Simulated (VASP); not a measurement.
# HfGe3W2 (P6/mmm) in VASP: relaxation of cell and atoms with PBE

Aim: the relaxation of cell and atoms of HfGe3W2 with PBE.

Program: VASP 6.6.1. These are calculated values, not measurements. Logs are shortened: lines on timing, memory, paths and dates and some standing lists are left out, and cuts for length are marked.

## 1. The cell of the first run

Symmetry: P6/mmm, No. 191, hexagonal system. The conventional cell has a = 5.352 Å, b = 5.352 Å, c = 4.231 Å, α = 90.00°, β = 90.00°, γ = 120.00°. Hf (site symmetry 6/mmm) has 6 W at 3.09 Å and 12 Ge at 3.41 Å and 2 Hf at 4.23 Å within 4.3 Å. Within 3.5 Å of Ge (site symmetry mmm) lie 4 W at 2.62 Å and 4 Ge at 2.68 Å and 4 Hf at 3.41 Å. W (site symmetry -6m2) has 6 Ge at 2.62 Å and 3 Hf at 3.09 Å and 3 W at 3.09 Å within 3.5 Å.

The cell was generated, and may not be a known phase.

## 2. Relaxation of cell and atoms, PBE

INCAR reads:

```
PREC     = Accurate       # precision mode
ENCUT    = 600            # plane-wave cutoff, eV
EDIFF    = 1E-6           # SCF threshold, eV
ISMEAR   = 0              # smearing method
SIGMA    = 0.1            # smearing width, eV
LREAL    = F              # projectors in reciprocal space
LASPH    = T              # aspherical terms in the spheres
NELM     = 100            # most SCF steps
ALGO     = Fast           # electronic algorithm
ISIF     = 3              # what is computed and relaxed
LWAVE    = F              # write WAVECAR
LCHARG   = F              # write CHGCAR
GGA      = PE             # functional
IBRION   = 2              # ionic algorithm
NSW      = 100            # ionic steps
EDIFFG   = -0.01          # ionic threshold
```

KPOINTS reads:

```
Automatic mesh
0
Gamma
  12 12 10
```

POSCAR reads:

```
HfGe3W2
1.0
    5.3524610705      0.0000000000      0.0000000000
   -2.6762305352      4.6353672598      0.0000000000
    0.0000000000      0.0000000000      4.2310845969
Hf Ge W
1 3 2
Direct
    0.0000000000      0.0000000000      0.0000000000
    0.5000000000      0.0000000000      0.5000000000
    0.5000000000      0.5000000000      0.5000000000
    0.0000000000      0.5000000000      0.5000000000
    0.3333333333      0.6666666667      0.0000000000
    0.6666666667      0.3333333333      0.0000000000
```

Potentials or basis: VASP PAW PBE potentials, release 64 (Hf_pv, Ge_d, W_sv).

Command:

```console
cat potpaw_PBE.64/Hf_pv/POTCAR potpaw_PBE.64/Ge_d/POTCAR potpaw_PBE.64/W_sv/POTCAR > POTCAR
mpirun -np 1 vasp_std > vasp.out
```

OUTCAR:

```text
PREC = Accurate
   ENCUT = 600
   EDIFF = 1E-6
   ISMEAR = 0
   LREAL = F
   LASPH = T
   NELM = 100
   ISIF = 3
   GGA = PE
   IBRION = 2
   NSW = 100
   EDIFFG = -0.01

 ion  position               nearest neighbor table
   1  0.000  0.000  0.000-   5 3.09   6 3.09   5 3.09   6 3.09   6 3.09   5 3.09
   2  0.500  0.000  0.500-   5 2.62   6 2.62   5 2.62   6 2.62   3 2.68   3 2.68   4 2.68   4 2.68

   3  0.500  0.500  0.500-   5 2.62   6 2.62   5 2.62   6 2.62   2 2.68   2 2.68   4 2.68   4 2.68

   4  0.000  0.500  0.500-   5 2.62   6 2.62   5 2.62   6 2.62   3 2.68   3 2.68   2 2.68   2 2.68

   5  0.333  0.667  0.000-   2 2.62   2 2.62   4 2.62   4 2.62   3 2.62   3 2.62   1 3.09   6 3.09
                             6 3.09   1 3.09   1 3.09   6 3.09
   6  0.667  0.333  0.000-   2 2.62   2 2.62   4 2.62   4 2.62   3 2.62   3 2.62   1 3.09   5 3.09
                             5 3.09   1 3.09   1 3.09   5 3.09

  LATTYP: Found a hexagonal cell.
 ALAT       =     5.3524610705
 C/A-ratio  =     0.7904932967

  Lattice vectors:

 A1 = (   5.3524610705,   0.0000000000,   0.0000000000)
 A2 = (  -2.6762305352,   4.6353672598,   0.0000000000)
 A3 = (   0.0000000000,   0.0000000000,   4.2310845969)

Analysis of symmetry for initial positions (statically):
=====================================================================
 Subroutine PRICEL returns:
 Original cell was already a primitive cell.

 Routine SETGRP: Setting up the symmetry group for a
 hexagonal supercell.

 Subroutine GETGRP returns: Found 24 space group operations
 (whereof 24 operations were pure point group operations)
 out of a pool of 24 trial point group operations.

The static configuration has the point symmetry D_6h.

Analysis of symmetry for dynamics (positions and initial velocities):
=====================================================================
 Subroutine PRICEL returns:
 Original cell was already a primitive cell.

 Routine SETGRP: Setting up the symmetry group for a
 hexagonal supercell.

 Subroutine GETGRP returns: Found 24 space group operations
 (whereof 24 operations were pure point group operations)
 out of a pool of 24 trial point group operations.

The dynamic configuration has the point symmetry D_6h.

 Subroutine INISYM returns: Found 24 space group operations
 (whereof 24 operations are pure point group operations),
 and found     1 'primitive' translations

----------------------------------------------------------------------------------------

                                     Primitive cell

  volume of cell :     104.9758

  direct lattice vectors                    reciprocal lattice vectors
     5.352461071  0.000000000  0.000000000     0.186829944  0.107866318  0.000000000
    -2.676230535  4.635367260  0.000000000     0.000000000  0.215732636  0.000000000
     0.000000000  0.000000000  4.231084597     0.000000000  0.000000000  0.236346019

  length of vectors
     5.352461071  5.352461070  4.231084597     0.215732636  0.215732636  0.236346019

  position of ions in fractional coordinates (direct lattice)
     0.000000000  0.000000000  0.000000000
     0.500000000  0.000000000  0.500000000
     0.500000000  0.500000000  0.500000000
     0.000000000  0.500000000  0.500000000
     0.333333333  0.666666667  0.000000000
     0.666666667  0.333333333  0.000000000

  ion indices of the primitive-cell ions
   primitive index   ion index
                 1           1
                 2           2
                 3           3
                 4           4
                 5           5
                 6           6

----------------------------------------------------------------------------------------

 KPOINTS: Automatic mesh

Automatic generation of k-mesh.
 Grid dimensions read from file:
 generate k-points for:   12   12   10

 Generating k-lattice:

  Cartesian coordinates                     Fractional coordinates (reciprocal lattice)
     0.015569162  0.008988860  0.000000000     0.083333333  0.000000000  0.000000000
     0.000000000  0.017977720  0.000000000     0.000000000  0.083333333  0.000000000
     0.000000000  0.000000000  0.023634602     0.000000000  0.000000000  0.100000000

  Length of vectors
     0.017977720  0.017977720  0.023634602

  Shift w.r.t. Gamma in fractional coordinates (k-lattice)
     0.000000000  0.000000000  0.000000000

 Subroutine IBZKPT returns following result:
 ===========================================

 Found    114 irreducible k-points:

 Following reciprocal coordinates:
            Coordinates               Weight
  0.000000  0.000000  0.000000      1.000000
  0.083333  0.000000  0.000000      6.000000
  0.166667  0.000000  0.000000      6.000000
  0.250000  0.000000  0.000000      6.000000
  0.333333  0.000000  0.000000      6.000000
  0.416667 -0.000000  0.000000      6.000000
[... 16 lines left out ...]
  0.250000  0.000000  0.100000     12.000000
  0.333333  0.000000  0.100000     12.000000
 [... further k-points ...]
   k-points           NKPTS =    114   k-points in BZ     NKDIM =    114   number of bands    NBANDS=     48
   number of dos      NEDOS =    301   number of ions     NIONS =      6
   total plane-waves  NPLWV =  82944
   dimension x,y,z NGX =    48 NGY =   48 NGZ =   36
   dimension x,y,z NGXF=    96 NGYF=   96 NGZF=   72
   ions per type =               1   3   2
   NGX,Y,Z   is equivalent  to a cutoff of  14.91, 14.91, 14.14 a.u.
   NGXF,Y,Z  is equivalent  to a cutoff of  29.82, 29.82, 28.29 a.u.
 SYSTEM =  unknown system
   PREC   = accura    normal or accurate (medium, high low for compatibility)
   ISTART =      0    job   : 0-new  1-cont  2-samecut
   ICHARG =      2    charge: 1-file 2-atom 10-const
   ISPIN  =      1    spin polarized calculation?
   LNONCOLLINEAR =      F non collinear calculations
   LSORBIT =      F    spin-orbit coupling
   LASPH  =      T    aspherical Exc in radial PAW
   ENCUT  =  600.0 eV  44.10 Ry    6.64 a.u.  10.69 10.69  8.45*2*pi/ulx,y,z
   NELM   =    100;   NELMIN=  2; NELMDL= -5     # of ELM steps
   EDIFF  = 0.1E-05   stopping-criterion for ELM
   LREAL  =      F    real-space projection
   EDIFFG = -.1E-01   stopping-criterion for IOM
   NSW    =    100    number of steps for IOM
   IBRION =      2    ionic relax: 0-MD 1-quasi-New 2-CG
   NFREE  =      1    steps in history (QN), initial steepest desc. (CG)
   ISIF   =      3    stress and relaxation
   ISYM   =      2    0-nonsym 1-usesym 2-fastsym
   POTIM  = 0.5000    time-step for ionic-motion
   TEBEG  =    0.0;   TEEND  =   0.0 temperature during run
   PSTRESS=    0.0 pullay stress
   NELECT =      80.0000    total number of electrons
   NUPDOWN=      -1.0000    fix difference up-down
   EMIN   =  10.00;   EMAX   =-10.00  energy-range for DOS
   EFERMI =   0.00;   METHOD = LEGACY
   ISMEAR =     0;   SIGMA  =   0.10  broadening in eV -4-tet -1-fermi 0-gaus
   EFERMI_NEDOS =   21; number of points for ismear=-14 and -15
   IALGO  =     68    algorithm
   IMIX   =      4    mixing-type and parameters
     AMIX     =   0.40;   BMIX     =  1.00
     AMIX_MAG =   1.60;   BMIX_MAG =  1.00
  volume/ion in A,a.u.               =      17.50       118.07
  Fermi-wavevector in a.u.,A,eV,Ry     =   1.495346  2.825794 30.423440  2.236060
  Thomas-Fermi vector in A             =   2.607503
   LORBIT       =      0    0 simple, 1 ext, 2 COOP (PROOUT), +10 PAW based schemes
   GGA     = PE    functional components
   LHFCALC =     F    Hartree Fock is set to
   AEXX    =    0.0000 exact exchange contribution
   IVDW    =     0    specifies the selected vdW correction
   LEPSILON=     F    determine dielectric tensor
   LRPA    =     F    only Hartree local field effects (RPA)
 conjugate gradient relaxation of ions
 non-spin polarized calculation
 RMM-DIIS sequential band-by-band and
 Gauss-broadening in eV      SIGMA  =   0.10
  energy-cutoff  :      600.00
  volume of cell :      104.98
 maximum number of plane-waves:      3545
 NGX is ok and might be reduce to    48
   NGX = 21   NGY = 21   NGZ = 17

--------------------------------------- Ionic step        1  -------------------------------------------

 number of electron      79.9999987 magnetization

 Free energy of the ion-electron system (eV)
  ---------------------------------------------------
  ext. energy  EPLUGINS =         0.00000000
  ---------------------------------------------------
  free energy    TOTEN  =       -47.69654704 eV

  energy without entropy =      -47.67392428  energy(sigma->0) =      -47.68523566

------------------------ aborting loop because EDIFF is reached ----------------------------------------

  FORCE on cell =-STRESS in cart. coord.  units (eV):
  Direction    XX          YY          ZZ          XY          YZ          ZX
  --------------------------------------------------------------------------------------
  -------------------------------------------------------------------------------------
  Total       -0.2504783     -0.2504783      0.7019053     -0.0000000      0.0000000      0.0000000
  in kB       -3.8228850     -3.8228850     10.7127201     -0.0000000      0.0000000      0.0000000
  external PRESSURE =       1.0223167 kB  Pullay stress =       0.0000000 kB
[... 145 lines left out ...]
  energy  without entropy=      -47.6759952404  energy(sigma->0) =      -47.68732649

--------------------------------------- Ionic step        5  -------------------------------------------

 number of electron      79.9999977 magnetization

 Free energy of the ion-electron system (eV)
  ---------------------------------------------------
  ext. energy  EPLUGINS =         0.00000000
  ---------------------------------------------------
  free energy    TOTEN  =       -47.69886516 eV

  energy without entropy =      -47.67613905  energy(sigma->0) =      -47.68750210

 E-fermi :   8.6336     XC(G=0): -12.2071

 val. band max:        8.6322081314   @ k =   0.2500   0.0833   0.3000
 cond. band min:       8.6350184234   @ k =   0.4167  -0.0000   0.0000
 fundamental gap:      0.0028102920
 Fermi energy:         8.6336210879

 k-point     1 :       0.0000    0.0000    0.0000
  band No.  band energies     occupation
      1     -65.3747      2.00000
      2     -65.3556      2.00000
      3     -29.7360      2.00000
      4     -29.7050      2.00000
      5     -29.7050      2.00000
      6     -29.6925      2.00000
[... 1213 lines left out ...]
     47      11.2943      0.00000
     48      11.3379      0.00000

 [... further k-points ...]

------------------------ aborting loop because EDIFF is reached ----------------------------------------

  FORCE on cell =-STRESS in cart. coord.  units (eV):
  Direction    XX          YY          ZZ          XY          YZ          ZX
  --------------------------------------------------------------------------------------
  -------------------------------------------------------------------------------------
  Total        0.0270429      0.0270429      0.0329241      0.0000000     -0.0000000      0.0000000
  in kB        0.4128634      0.4128634      0.5026513      0.0000000     -0.0000000      0.0000000
  external PRESSURE =       0.4427927 kB  Pullay stress =       0.0000000 kB
[... 21 lines left out ...]
  FREE ENERGIE OF THE ION-ELECTRON SYSTEM (eV)
  ---------------------------------------------------
  free  energy   TOTEN  =       -47.6988651564 eV

  energy  without entropy=      -47.6761390462  energy(sigma->0) =      -47.68750210

 reached required accuracy - stopping structural energy minimisation
```

It took 2.2 h on 1 thread of Oxide Virtual Turin-like, shared host; peak memory 0.7 GiB.

What came out:

- Free energy: -47.6989 eV
- Relaxed volume: 17.49 Å³/atom
- Relaxed cell: a = 5.339 Å, b = 5.339 Å, c = 4.251 Å, α = 90.00°, β = 90.00°, γ = 120.00°
- Space group after relaxing (to 0.1 Å): P6/mmm (No. 191)
- Energy gained by relaxing: 0.4 meV/atom
- Ionic steps: 5
- Pressure after relaxing: 0.0 GPa
- Band gap on the k mesh: zero (bands 40 and 41 overlap by 1.79 eV)

Step by step:
```tsv
step	energy change (eV)	largest force (eV/Å)	pressure (GPa)	volume (Å³)
1	0.0000	0.0000	0.10	104.98
2	-0.0021	0.0000	-0.30	105.14
3	-0.0022	0.0000	-0.25	105.12
4	-0.0021	0.0000	0.32	104.74
5	-0.0023	0.0000	0.04	104.94
```

Final structure:
```yaml
crystal:
  lattice:
    - [5.33880, 0.00000, 0.00000]
    - [-2.66940, 4.62354, 0.00000]
    - [0.00000, 0.00000, 4.25147]
  atoms:
    - { symbol: Hf, position: [0.00000, 0.00000, 0.00000] }
    - { symbol: Ge, position: [0.50000, 0.00000, 0.50000] }
    - { symbol: Ge, position: [0.50000, 0.50000, 0.50000] }
    - { symbol: Ge, position: [0.00000, 0.50000, 0.50000] }
    - { symbol: W, position: [0.33333, 0.66667, 0.00000] }
    - { symbol: W, position: [0.66667, 0.33333, 0.00000] }
```

Levels at points of the mesh, in eV from the Fermi level:
```csv
k point,band 36,band 37,band 38,band 39,band 40,band 41,band 42,band 43,band 44,band 45
"(0.00, 0.00, 0.00)",-3.13,-1.39,-1.16,-1.16,-0.43,-0.43,0.52,0.52,1.16,1.16
"(0.50, 0.00, 0.00)",-2.88,-2.21,-1.40,0.10,0.11,0.35,1.08,1.89,1.95,1.96
"(0.00, 0.00, 0.50)",-2.44,-1.70,-1.70,-1.08,0.07,0.07,1.30,1.30,1.49,2.19
"(0.50, 0.00, 0.50)",-2.07,-1.47,-1.30,-1.25,-0.82,-0.56,-0.55,1.23,1.66,1.88
```

Caveat: spin-orbit coupling is left out, which moves the levels of the heavy elements.
